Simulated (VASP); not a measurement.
# C (C2/c) in VASP: a series of runs, part 2 of 2

VASP 6.6.1. The steps go on from the part before.

**3. Single point, PBE+D3(BJ) (strain +0.0050 x Voigt [0, 0, 0, 0, 1, 0])**

INCAR

```
SYSTEM = C
PREC = Accurate ; ENCUT = 520
EDIFF = 1E-6 ; ISMEAR = 0
SIGMA = 0.15 ; LREAL = .False.
LASPH = .True. ; NELM = 100
ALGO = Normal ; ISIF = 2
LWAVE = .False. ; LCHARG = .False.
GGA = PE ; IVDW = 12
NBANDS = 36
```

KPOINTS

```
Automatic mesh
0
Gamma
  18 18 2
  0 0 0
```

POSCAR

```
C
1.0
    2.4648840281      0.0000000000      0.0061622101
   -1.2324420141      2.1346521857     -0.0030811050
    0.0515152369      0.0000000000     20.6060947640
C
12
Direct
    0.6666666667      0.3333333333      0.9519899901
    0.6666666667      0.3333333333      0.4520101828
    0.6666666667      0.3333333333      0.7793231472
    0.6666666667      0.3333333333      0.2793433400
    0.0000000000      0.0000000000      0.6156666650
    0.3333333333      0.6666666667      0.2793231472
    0.0000000000      0.0000000000      0.1156666650
    0.6666666667      0.3333333333      0.6156666650
    0.3333333333      0.6666666667      0.7793433400
    0.3333333333      0.6666666667      0.1156666650
    0.3333333333      0.6666666667      0.4519899901
    0.3333333333      0.6666666667      0.9520101828
```

Potentials or basis: VASP PAW PBE potentials, release 64 (C).

The run is started by

```console
$ cat potpaw_PBE.64/C/POTCAR > POTCAR
$ mpirun -np 1 vasp_std > vasp.out
```

OUTCAR:

```text
SYSTEM = C
   PREC = Accurate
   ENCUT = 520
   EDIFF = 1E-6
   ISMEAR = 0
   LREAL = .False.
   LASPH = .True.
   NELM = 100
   ISIF = 2
   GGA = PE
   IVDW = 12
 IVDW          = 12

 ion  position               nearest neighbor table
   1  0.667  0.333  0.952-  12 1.42  12 1.42  12 1.42
   2  0.667  0.333  0.452-  11 1.42  11 1.42  11 1.42
   3  0.667  0.333  0.779-   9 1.42   9 1.42   9 1.42
   4  0.667  0.333  0.279-   6 1.42   6 1.42   6 1.42
[... 1174 lines left out ...]
  external pressure =        4.36 kB  Pullay stress =        0.00 kB

 VOLUME and BASIS-vectors are now :
 -----------------------------------------------------------------------------
  energy-cutoff  :      520.00
  volume of cell :      108.42
      direct lattice vectors                 reciprocal lattice vectors
     2.464884028  0.000000000  0.006162210     0.405701136  0.234230196 -0.001014253
    -1.232442014  2.134652186 -0.003081105     0.000000000  0.468460392  0.000000000
     0.051515237  0.000000000 20.606094764    -0.000121324 -0.000000000  0.048529635

 POSITION                                       TOTAL-FORCE (eV/Angst)
 -----------------------------------------------------------------------------------
      1.28148      0.71155     19.61988         0.000686      0.000035     -0.000224
      1.25573      0.71155      9.31725         0.000463      0.000044     -0.000209
      1.27259      0.71155     16.06189        -0.000463      0.000044      0.000209
      1.24683      0.71155      5.75926        -0.000686      0.000035      0.000224
      0.03172      0.00000     12.68649        -0.000000      0.000024      0.000000
      0.01439      1.42310      5.75576        -0.000463     -0.000044      0.000209
      0.00596      0.00000      2.38344         0.000000     -0.000024     -0.000000
      1.26416      0.71155     12.68957         0.000000     -0.000047     -0.000000
      0.04015      1.42310     16.05922        -0.000686     -0.000035      0.000224
      0.00596      1.42310      2.38344        -0.000000      0.000047      0.000000
      0.02328      1.42310      9.31375         0.000686     -0.000035     -0.000224
      0.04904      1.42310     19.61721         0.000463     -0.000044     -0.000209
 -----------------------------------------------------------------------------------
    total drift:                               -0.000000      0.000000     -0.000004

  FREE ENERGIE OF THE ION-ELECTRON SYSTEM (eV)
  ---------------------------------------------------
  free  energy   TOTEN  =      -112.3764551216 eV

  energy  without entropy=     -112.3741869011  energy(sigma->0) =     -112.37532101
```

stdout:

```text
POSCAR found type information on POSCAR C
 POSCAR found :  1 types and      12 ions
 scaLAPACK will be used
 LDA part: xc-table for (Slater+PW92), standard interpolation
 POSCAR, INCAR and KPOINTS ok, starting setup
 FFT: planning ... GRIDC
 FFT: planning ... GRID_SOFT
 FFT: planning ... GRID
 WAVECAR not read
 entering main loop
```

It took 5.5 min on 1 thread of AMD EPYC 9R45 (Zen 5), shared host; peak memory 0.51 GiB.

What came out:

```yaml
Free_energy: -112.3765 eV
Pressure: 0.4 GPa
Band_gap_on_the_k_mesh: zero (filled and empty bands touch)
Dispersion_energy_per_atom: -0.152 eV
```

Caveat: the cell differs from its parent crystal (strain +0.0050 x Voigt [0, 0, 0, 0, 1, 0]).

**4. Single point, PBE+D3(BJ) (strain +0.0075 x Voigt [0, 0, 0, 0, 1, 0])**

INCAR

```
PREC = Accurate
ENCUT = 520
EDIFF = 1E-6
ISMEAR = 0
SIGMA = 0.15
LREAL = F
LASPH = T
NELM = 100
ALGO = Normal
ISIF = 2
LWAVE = F
LCHARG = F
GGA = PE
IVDW = 12
NBANDS = 36
```

KPOINTS

```
regular mesh
0
Gamma
  18 18 2
```

Changes to POSCAR since step 3:

```diff
@@ -2,5 +2,5 @@
 1.0
-    2.4648840281      0.0000000000      0.0061622101
-   -1.2324420141      2.1346521857     -0.0030811050
-    0.0515152369      0.0000000000     20.6060947640
+    2.4648840281      0.0000000000      0.0092433151
+   -1.2324420141      2.1346521857     -0.0046216576
+    0.0772728554      0.0000000000     20.6060947640
 C
```

Potentials or basis: VASP PAW PBE potentials, release 64 (C).

The run is started by

```console
$ cat potpaw_PBE.64/C/POTCAR > POTCAR
$ mpirun -np 1 vasp_std > vasp.out
```

OUTCAR:

```text
PREC = Accurate
   ENCUT = 520
   EDIFF = 1E-6
   ISMEAR = 0
   LREAL = F
   LASPH = T
   NELM = 100
   ISIF = 2
   GGA = PE
   IVDW = 12
 IVDW          = 12

 ion  position               nearest neighbor table
   1  0.667  0.333  0.952-  12 1.42  12 1.42  12 1.42
   2  0.667  0.333  0.452-  11 1.42  11 1.42  11 1.42
   3  0.667  0.333  0.779-   9 1.42   9 1.42   9 1.42
   4  0.667  0.333  0.279-   6 1.42   6 1.42   6 1.42
   5  0.000  0.000  0.616-   8 1.42   8 1.42   8 1.42
[... 1173 lines left out ...]
  external pressure =        4.29 kB  Pullay stress =        0.00 kB

 VOLUME and BASIS-vectors are now :
 -----------------------------------------------------------------------------
  energy-cutoff  :      520.00
  volume of cell :      108.42
      direct lattice vectors                 reciprocal lattice vectors
     2.464884028  0.000000000  0.009243315     0.405704305  0.234230196 -0.001521391
    -1.232442014  2.134652186 -0.004621658     0.000000000  0.468460392  0.000000000
     0.077272855  0.000000000 20.606094764    -0.000181988  0.000000000  0.048530014

 POSITION                                       TOTAL-FORCE (eV/Angst)
 -----------------------------------------------------------------------------------
      1.30600      0.71155     19.62142         0.001037      0.000075     -0.000381
      1.26737      0.71155      9.31879         0.000691      0.000095     -0.000428
      1.29266      0.71155     16.06343        -0.000691      0.000095      0.000428
      1.25403      0.71155      5.76080        -0.001037      0.000075      0.000381
      0.04757      0.00000     12.68649        -0.000000      0.000029     -0.000000
      0.02158      1.42310      5.75576        -0.000691     -0.000095      0.000428
      0.00894      0.00000      2.38344         0.000000     -0.000029      0.000000
      1.28002      0.71155     12.69111         0.000000     -0.000079      0.000000
      0.06022      1.42310     16.05922        -0.001037     -0.000075      0.000381
      0.00894      1.42310      2.38344        -0.000000      0.000079     -0.000000
      0.03493      1.42310      9.31375         0.001037     -0.000075     -0.000381
      0.07356      1.42310     19.61721         0.000691     -0.000095     -0.000428
 -----------------------------------------------------------------------------------
    total drift:                               -0.000000      0.000000     -0.000004

  FREE ENERGIE OF THE ION-ELECTRON SYSTEM (eV)
  ---------------------------------------------------
  free  energy   TOTEN  =      -112.3764488273 eV

  energy  without entropy=     -112.3741849696  energy(sigma->0) =     -112.37531690
```

OSZICAR:

```text
N       E                     dE             d eps       ncg     rms          rms(c)
DAV:   1     0.178518351496E+03    0.17852E+03   -0.24252E+04 13112   0.124E+03
DAV:   2    -0.103272832852E+03   -0.28179E+03   -0.26567E+03 17252   0.264E+02
DAV:   3    -0.117479440485E+03   -0.14207E+02   -0.14085E+02 16160   0.571E+01
DAV:   4    -0.117703109845E+03   -0.22367E+00   -0.22325E+00 16640   0.814E+00
DAV:   5    -0.117709582549E+03   -0.64727E-02   -0.64687E-02 16888   0.131E+00    0.155E+01
DAV:   6    -0.112267446490E+03    0.54421E+01   -0.53326E+00 15520   0.929E+00    0.905E+00
DAV:   7    -0.110533644032E+03    0.17338E+01   -0.64390E+00 15464   0.103E+01    0.236E+00
DAV:   8    -0.110550469988E+03   -0.16826E-01   -0.24293E-01 15228   0.196E+00    0.197E-01
DAV:   9    -0.110550421454E+03    0.48535E-04   -0.52168E-03 16844   0.341E-01    0.102E-01
DAV:  10    -0.110551049057E+03   -0.62760E-03   -0.72070E-04 16112   0.128E-01    0.527E-02
DAV:  11    -0.110551114264E+03   -0.65207E-04   -0.73374E-05 17000   0.433E-02    0.121E-02
DAV:  12    -0.110551115258E+03   -0.99436E-06   -0.62168E-06 17016   0.156E-02
   1 F= -.11237645E+03 E0= -.11237532E+03  d E =-.226386E-02
```

stdout:

```text
POSCAR found type information on POSCAR C
 POSCAR found :  1 types and      12 ions
 scaLAPACK will be used
 LDA part: xc-table for (Slater+PW92), standard interpolation
 POSCAR, INCAR and KPOINTS ok, starting setup
 FFT: planning ... GRIDC
 FFT: planning ... GRID_SOFT
 FFT: planning ... GRID
 WAVECAR not read
 entering main loop
```

Run time: 6.3 min. Hardware: 1 thread of Intel Xeon 6975P-C (Granite Rapids), shared host; peak memory 0.54 GiB.

Results:

```yaml
Free_energy: -112.3764 eV
Pressure: 0.4 GPa
Dispersion_energy_per_atom: -0.152 eV
```

Stress tensor (GPa, compression positive):
```
 0.69  0.00  0.00
 0.00  0.69  0.00
 0.00  0.00 -0.09
```

Caveat: the cell differs from its parent crystal (strain +0.0075 x Voigt [0, 0, 0, 0, 1, 0]).

**5. Single point, PBE+D3(BJ) (strain +0.0025 x Voigt [0, 0, 0, 0, 1, 0])**

INCAR

```
SYSTEM = C
ALGO = Normal
EDIFF = 1E-6
ENCUT = 520
GGA = PE
ISIF = 2
ISMEAR = 0
IVDW = 12
LASPH = .TRUE.
LCHARG = .FALSE.
LREAL = .FALSE.
LWAVE = .FALSE.
NBANDS = 36
NELM = 80
PREC = Accurate
SIGMA = 0.15
```

KPOINTS

```
k-points
0
G
  18 18 2
  0 0 0
```

Changes to POSCAR since step 4:

```diff
@@ -2,5 +2,5 @@
 1.0
-    2.4648840281      0.0000000000      0.0092433151
-   -1.2324420141      2.1346521857     -0.0046216576
-    0.0772728554      0.0000000000     20.6060947640
+    2.4648840281      0.0000000000      0.0030811050
+   -1.2324420141      2.1346521857     -0.0015405525
+    0.0257576185      0.0000000000     20.6060947640
 C
```

The run is started by

```console
$ cat potpaw_PBE.64/C/POTCAR > POTCAR
$ mpirun -np 1 vasp_std > vasp.out
```

It took 5.9 min on 1 thread of Intel Xeon 6975P-C (Granite Rapids), shared host; peak memory 0.54 GiB.

The run converged. Its results:

* Free energy: -112.3765 eV
* Pressure: 0.4 GPa
* Band gap on the k mesh: zero (filled and empty bands touch)
* Dispersion energy per atom: -0.152 eV

Stress tensor (GPa, compression positive):
```
 0.70  0.00  0.00
 0.00  0.70  0.00
 0.00  0.00 -0.08
```

Levels at points of the mesh, in eV from the Fermi level:
| k point | band 22 | band 23 | band 24 | band 25 | band 26 | band 27 |
| --- | --- | --- | --- | --- | --- | --- |
| (0.00, 0.00, 0.00) | -3.00 | -3.00 | -3.00 | 4.10 | 5.15 | 5.44 |
| (0.50, 0.00, 0.00) | -2.24 | -2.10 | -1.98 | 1.32 | 1.35 | 1.61 |
| (0.00, 0.50, 0.00) | -2.24 | -2.10 | -1.98 | 1.32 | 1.35 | 1.61 |
| (0.00, 0.00, 0.50) | -3.00 | -3.00 | -3.00 | 4.41 | 4.41 | 6.58 |
| (0.50, 0.00, 0.50) | -2.37 | -2.02 | -2.02 | 1.33 | 1.33 | 1.71 |
| (0.00, 0.50, 0.50) | -2.37 | -2.02 | -2.02 | 1.33 | 1.33 | 1.72 |

Caveat: the cell differs from its parent crystal (strain +0.0025 x Voigt [0, 0, 0, 0, 1, 0]).

**6. Summary**

```tsv
cell	gap on the mesh (eV)	pressure (GPa)
a = 2.465, b = 2.465, c = 20.606 Å, angles 89.7, 90.6, 120.0°, 12 atoms	-	0.4
a = 2.465, b = 2.465, c = 20.606 Å, angles 90.1, 89.7, 120.0°, 12 atoms	none	0.4
a = 2.465, b = 2.465, c = 20.606 Å, angles 90.2, 89.6, 120.0°, 12 atoms	-	0.4
a = 2.465, b = 2.465, c = 20.606 Å, angles 90.1, 89.9, 120.0°, 12 atoms	none	0.4
```

Alike in all rows: task single point; level PBE+D3(BJ); potentials or basis VASP PAW PBE potentials, release 64 (C); no spin polarisation; k mesh 18 × 18 × 2; cutoff (eV) 520; smearing gaussian 0.15 eV.

Total energies depend on the potentials used, so only differences within one code and one set of settings carry meaning.
